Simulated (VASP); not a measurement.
Si16Ge (a cell with a defect), 17 atoms in the cell. The cell holds a defect, 17 atoms: a = 7.679 Å, b = 7.679 Å, c = 7.679 Å, α = 60.00°, β = 60.00°, γ = 60.00°. 

| Item | Value |
| --- | --- |
| Program | VASP 6.6.1 |
| Task | single point |
| Functional | PBEsol |
| Potentials or basis | VASP PAW PBE potentials, release 64 (Si, Ge_d) |
| Cutoff | 520 eV |
| k mesh | 2 × 2 × 2 |
| Occupations | gaussian, width 0.05 eV |
| Spin | no spin polarisation |
| Dipole correction | no |
| Further INCAR settings | LREAL = Auto; ALGO = Normal; EDIFF = 1e-06; NBANDS = 53 |

Potentials or basis: VASP PAW PBE potentials, release 64 (Si, Ge_d).

Run with:

```console
$ cat potpaw_PBE.64/Si/POTCAR potpaw_PBE.64/Ge_d/POTCAR > POTCAR
$ mpirun -np 1 vasp_std > vasp.out
```

Hardware: 1 thread of Intel(R) Xeon(R) 6975P-C (Granite Rapids) (shared host).

Q: Estimate the wall time of this run.

A: It took 99 s on 1 thread of Intel(R) Xeon(R) 6975P-C (Granite Rapids), with other jobs on the host, peak memory 0.49 GiB. Counts: scf iterations 13, k points 8.
